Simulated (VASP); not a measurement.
# Be2H3Br (R-3m) in VASP: further runs, part 2 of 2

VASP 6.6.1.

## (3) Relaxation of cell and atoms, PBE

This run uses another cell than the first one, of 8.90 Å³/atom.

Contents of INCAR:

```
SYSTEM = Be2H3Br
ALGO     = Normal         ! electronic algorithm
EDIFF    = 1E-6           ! SCF threshold, eV
EDIFFG   = -0.01          ! ionic threshold
ENCUT    = 600            ! plane-wave cutoff, eV
GGA      = PE             ! functional
IBRION   = 2              ! ionic algorithm
ISIF     = 3              ! what is computed and relaxed
ISMEAR   = 0              ! smearing method
LASPH    = .TRUE.         ! aspherical terms in the spheres
LCHARG   = .FALSE.        ! write CHGCAR
LREAL    = .FALSE.        ! projectors in reciprocal space
LWAVE    = .FALSE.        ! write WAVECAR
NELM     = 80             ! most SCF steps
NSW      = 100            ! ionic steps
PREC     = Accurate       ! precision mode
SIGMA    = 0.1            ! smearing width, eV
```

Contents of KPOINTS:

```
k-points
0
G
  12 12 12
  0 0 0
```

Contents of POSCAR:

```
Be2H3Br
1.0
    1.7030906176      0.9832798265      5.3154232436
   -1.7030906176      0.9832798265      5.3154232436
    0.0000000000     -1.9665596531      5.3154232436
Be H Br
2 3 1
Direct
    0.9419268109      0.9419268109      0.9419268109
    0.0580731891      0.0580731891      0.0580731891
    0.0000000000      0.5000000000      0.5000000000
    0.5000000000      0.0000000000      0.5000000000
    0.5000000000      0.5000000000      0.0000000000
    0.5000000000      0.5000000000      0.5000000000
```

Potentials or basis: VASP PAW PBE potentials, release 64 (Be, H, Br).

Launch:

```
> cat potpaw_PBE.64/Be/POTCAR potpaw_PBE.64/H/POTCAR potpaw_PBE.64/Br/POTCAR > POTCAR
> mpirun -np 1 vasp_std > vasp.out
```

OUTCAR:

```text
SYSTEM = Be2H3Br
   EDIFF = 1E-6
   EDIFFG = -0.01
   ENCUT = 600
   GGA = PE
   IBRION = 2
   ISIF = 3
   ISMEAR = 0
   LASPH = .TRUE.
   LREAL = .FALSE.
   NELM = 80
   NSW = 100
   PREC = Accurate

 ion  position               nearest neighbor table
   1  0.942  0.942  0.942-   2 1.85
   2  0.058  0.058  0.058-   1 1.85
   3  0.000  0.500  0.500-
   4  0.500  0.000  0.500-
   5  0.500  0.500  0.000-
   6  0.500  0.500  0.500-

  LATTYP: Found a trigonal (rhomboedric) cell.
 ALAT       =     5.6675463057
 COS(alpha) =     0.8194009946

  Lattice vectors:

 A1 = (   1.7030906176,   0.9832798265,   5.3154232436)
 A2 = (  -1.7030906176,   0.9832798265,   5.3154232436)
 A3 = (   0.0000000000,  -1.9665596531,   5.3154232436)

Analysis of symmetry for initial positions (statically):
=====================================================================
 Subroutine PRICEL returns:
 Original cell was already a primitive cell.

 Routine SETGRP: Setting up the symmetry group for a
 trigonal (rhombohedral) supercell.

 Subroutine GETGRP returns: Found 12 space group operations
 (whereof 12 operations were pure point group operations)
 out of a pool of 12 trial point group operations.

The static configuration has the point symmetry D_3d.

Analysis of symmetry for dynamics (positions and initial velocities):
=====================================================================
 Subroutine PRICEL returns:
 Original cell was already a primitive cell.

 Routine SETGRP: Setting up the symmetry group for a
 trigonal (rhombohedral) supercell.

 Subroutine GETGRP returns: Found 12 space group operations
 (whereof 12 operations were pure point group operations)
 out of a pool of 12 trial point group operations.

The dynamic configuration has the point symmetry D_3d.

 Subroutine INISYM returns: Found 12 space group operations
 (whereof 12 operations are pure point group operations),
 and found     1 'primitive' translations

[... 136 lines left out ...]
  energy-cutoff  :      600.00
  volume of cell :       53.41
 maximum number of plane-waves:      1797
 NGX is ok and might be reduce to    48
   NGX = 23   NGY = 23   NGZ = 23

--------------------------------------- Ionic step        1  -------------------------------------------

 number of electron      14.0000000 magnetization

 Free energy of the ion-electron system (eV)
  ---------------------------------------------------
  ext. energy  EPLUGINS =         0.00000000
  ---------------------------------------------------
  free energy    TOTEN  =       -15.52798841 eV

  energy without entropy =      -15.52177958  energy(sigma->0) =      -15.52488400

------------------------ aborting loop because EDIFF is reached ----------------------------------------

  FORCE on cell =-STRESS in cart. coord.  units (eV):
  Direction    XX          YY          ZZ          XY          YZ          ZX
  --------------------------------------------------------------------------------------
  -------------------------------------------------------------------------------------
  Total        0.2341628      0.2341628     -0.2962082      0.0000000      0.0000000     -0.0000000
  in kB        7.0246458      7.0246458     -8.8859455      0.0000000      0.0000000     -0.0000000
  external PRESSURE =       1.7211154 kB  Pullay stress =       0.0000000 kB
[... 147 lines left out ...]
--------------------------------------- Ionic step        5  -------------------------------------------

 number of electron      14.0000000 magnetization

 Free energy of the ion-electron system (eV)
  ---------------------------------------------------
  ext. energy  EPLUGINS =         0.00000000
  ---------------------------------------------------
  free energy    TOTEN  =       -15.52946760 eV

  energy without entropy =      -15.52370994  energy(sigma->0) =      -15.52658877

 E-fermi :   5.4405     XC(G=0):  -9.8812

 val. band max:        5.4174944157   @ k =  -0.3333  -0.3333   0.1667
 cond. band min:       5.4484578703   @ k =  -0.4167   0.2500   0.1667
 fundamental gap:      0.0309634546
 Fermi energy:         5.4404759437

 k-point     1 :       0.0000    0.0000    0.0000
  band No.  band energies     occupation
      1     -13.0375      2.00000
      2      -5.6545      2.00000
      3      -2.4667      2.00000
      4       1.7481      2.00000
      5       1.7481      2.00000
      6       6.5048      0.00000
      7       7.1167      0.00000
      8       7.1167      0.00000
      9       8.2827      0.00000
     10       8.2827      0.00000
     11       8.8510      0.00000
[... 309 lines left out ...]
 k-point    24 :      -0.4167    0.1667    0.0000
  band No.  band energies     occupation
      1     -11.9471      2.00000
      2      -3.0999      2.00000
      3      -2.4554      2.00000
      4      -1.3888      2.00000
      5      -0.4100      2.00000
      6       0.3101      2.00000
      7       1.9596      2.00000
      8       5.3276      1.88961
      9       8.8547      0.00000
     10       9.3107      0.00000
     11       9.8892      0.00000

 [... further k-points ...]
[... 5 lines left out ...]
  --------------------------------------------------------------------------------------
  -------------------------------------------------------------------------------------
  Total       -0.0071578     -0.0071578     -0.0393947     -0.0000000      0.0000000      0.0000000
  in kB       -0.2138266     -0.2138266     -1.1768438     -0.0000000      0.0000000      0.0000000
  external PRESSURE =      -0.5348323 kB  Pullay stress =       0.0000000 kB
[... 21 lines left out ...]
  FREE ENERGIE OF THE ION-ELECTRON SYSTEM (eV)
  ---------------------------------------------------
  free  energy   TOTEN  =       -15.5294675990 eV

  energy  without entropy=      -15.5237099357  energy(sigma->0) =      -15.52658877

 reached required accuracy - stopping structural energy minimisation
```

OSZICAR:

```text
N       E                     dE             d eps       ncg     rms          rms(c)
DAV:   1     0.440424566999E+02    0.44042E+02   -0.63554E+03  4158   0.121E+03
DAV:   2    -0.127418914342E+02   -0.56784E+02   -0.52865E+02  5690   0.176E+02
DAV:   3    -0.168039604392E+02   -0.40621E+01   -0.39639E+01  5510   0.507E+01
[... 31 lines left out ...]
       N       E                     dE             d eps       ncg     rms          rms(c)
DAV:   1    -0.155295176076E+02   -0.88130E-04   -0.17859E-03  4281   0.309E-01    0.344E-02
DAV:   2    -0.155294779074E+02    0.39700E-04   -0.74128E-05  5093   0.723E-02    0.166E-02
DAV:   3    -0.155294678243E+02    0.10083E-04   -0.50196E-05  4668   0.439E-02    0.153E-02
DAV:   4    -0.155294675990E+02    0.22527E-06   -0.12271E-06  3196   0.102E-02
   5 F= -.15529468E+02 E0= -.15526589E+02  d E =-.260411E-03
```

It took 11 min on 1 thread of Intel Xeon Platinum 8375C at 2.90GHz (Ice Lake), shared host; peak memory 0.44 GiB.

What came out:

* Free energy: -15.5295 eV
* Relaxed volume: 8.94 Å³/atom
* Relaxed cell: a = 5.657 Å, b = 5.657 Å, c = 5.657 Å, α = 35.16°, β = 35.16°, γ = 35.16°
* Space group after relaxing (to 0.1 Å): R-3m (No. 166)
* Energy gained by relaxing: 0.2 meV/atom
* Ionic steps: 5
* Pressure after relaxing: -0.1 GPa
* Largest force after relaxing: 0.005 eV/Å
* Band gap on the k mesh: zero (bands 7 and 8 overlap by 2.79 eV)

Forces on the atoms (eV/Å):
```
Be   0.000  0.000 -0.005
Be   0.000  0.000  0.005
H    0.000  0.000  0.000
H    0.000  0.000  0.000
H    0.000  0.000  0.000
Br   0.000  0.000  0.000
```

Step by step:
| step | energy change (eV) | largest force (eV/Å) | pressure (GPa) | volume (Å³) |
| --- | --- | --- | --- | --- |
| 1 | 0.0000 | 0.1059 | 0.17 | 53.41 |
| 2 | -0.0012 | 0.0541 | 0.22 | 53.48 |
| 3 | -0.0012 | 0.0382 | 0.22 | 53.47 |
| 4 | -0.0014 | 0.0171 | 0.03 | 53.57 |
| 5 | -0.0015 | 0.0045 | -0.05 | 53.63 |

Final structure:
```
Be H Br
1.0
     1.70887    0.98662    5.30178
    -1.70887    0.98662    5.30178
     0.00000   -1.97323    5.30178
Be H Br
2 3 1
Direct
  0.94210 0.94210 0.94210
  0.05790 0.05790 0.05790
  0.00000 0.50000 0.50000
  0.50000 0.00000 0.50000
  0.50000 0.50000 0.00000
  0.50000 0.50000 0.50000
```

The gap in the log of VASP goes by the Fermi energy; the results here count the filled bands.